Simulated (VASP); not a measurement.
# Mg5Zn3O8 (an interface model): single point with PBEsol

Mg5Zn3O8 (an interface model):

```
Zn Mg O
1.0
     0.00000    0.00000    5.33078
     3.30194    0.00000    0.00000
     0.00000   22.54908    0.00000
Zn Mg O
6 10 16
Direct
  0.49848 0.48118 0.03744
  0.49625 0.00209 0.16060
  0.49448 0.51693 0.28472
  0.99197 0.99307 0.08167
  0.99820 0.52038 0.20678
  0.00403 0.01761 0.32464
  0.49233 0.96634 0.40714
  0.48873 0.50886 0.53409
  0.48414 0.99939 0.65918
  0.49099 0.49380 0.78466
  0.50969 0.99551 0.91466
  0.98877 0.47408 0.44729
  0.99579 0.98984 0.57895
  0.99801 0.47985 0.70194
  0.99794 0.00408 0.83005
  0.99111 0.51153 0.95754
  0.38450 0.00696 0.07890
  0.37083 0.52372 0.20604
  0.37954 0.01080 0.32534
  0.37526 0.48841 0.44572
  0.37102 0.97465 0.57284
  0.38553 0.50228 0.70655
  0.36795 0.97338 0.82961
  0.37991 0.50573 0.95598
  0.87670 0.49133 0.04384
  0.87111 0.99197 0.16290
  0.87953 0.52954 0.28558
  0.86185 0.98374 0.40539
  0.89461 0.49426 0.53405
  0.87417 0.99797 0.66289
  0.87429 0.49965 0.78763
  0.88073 0.97963 0.91706
```

```json
{
 "Program": "VASP 6.6.1",
 "Task": "single point",
 "Functional": "PBEsol",
 "Potentials or basis": "VASP PAW PBE potentials, release 64 (Zn, Mg, O)",
 "Cutoff": "520 eV",
 "k mesh": "2 × 2 × 1",
 "Occupations": "fermi-dirac, width 0.05 eV",
 "Spin": "no spin polarisation",
 "Dipole correction": "no",
 "Further INCAR settings": "LREAL = Auto; ALGO = Normal; EDIFF = 1e-06; NBANDS = 116"
}
```

The pressure is -3.6 GPa. The largest force is 2.522 eV/Å and the band gap on the k mesh is 1.09 eV.

Forces in eV/Å, atoms in the order of the input:
```
Zn   0.583  0.292  0.197
Zn   0.230  0.494  0.096
Zn  -0.174  0.391  0.504
Zn  -0.015  0.176  0.498
Zn  -0.407 -1.030  0.131
Zn   0.243  0.038  0.055
Mg   0.827 -0.251  0.056
Mg  -1.182 -1.179  0.421
Mg  -0.048  0.484  0.480
Mg  -0.278  1.953  0.474
Mg   0.131 -0.002 -0.760
Mg   0.285 -0.228  0.167
Mg   0.080 -0.896 -0.245
Mg   0.655  0.956 -0.238
Mg  -0.249  0.140 -0.303
Mg  -0.997  0.606  0.609
O   -0.589 -0.054 -0.663
O   -0.397 -1.124 -0.034
O    0.179 -0.047 -0.331
O   -0.642  1.057 -0.212
O    1.188  1.195  0.200
O   -0.176 -2.372 -0.839
O    0.566 -0.130  0.621
O   -0.271 -0.626 -0.106
O    0.119 -0.990 -0.057
O    0.550  0.449 -0.006
O   -0.520  0.698 -0.560
O   -0.127  0.886  0.534
O   -0.135  0.404 -0.761
O   -0.466 -0.504  0.044
O   -0.064 -0.123  0.114
O    1.100 -0.664 -0.085
```

Stress tensor (GPa, compression positive):
```
-1.14 -0.32 -0.07
-0.32 -2.20  0.33
-0.07  0.33 -7.62
```

Levels at points of the mesh, in eV from the valence-band top:
```csv
k point,band 91,band 92,band 93,band 94,band 95,band 96,band 97,band 98
"(0.00, 0.00, 0.00)",-0.39,-0.28,-0.09,0.00,1.09,1.75,2.14,3.32
"(0.50, 0.00, 0.00)",-0.54,-0.44,-0.40,-0.35,3.41,3.50,3.69,3.77
"(0.00, 0.50, 0.00)",-1.13,-1.02,-0.86,-0.77,4.83,5.16,5.48,5.62
"(0.50, 0.50, 0.00)",-1.25,-1.16,-1.11,-1.07,4.60,4.90,5.07,5.23
```

It took 10 min on 1 thread of AMD EPYC 7R43 64-Core Processor (Zen 3) (shared host), peak memory 0.45 GiB.

Caveat: the k points lie up to 0.95 Å⁻¹ apart, too coarse for converged energies, forces and pressures; the PAW data sets were made with another functional, which shifts forces and pressure a little.
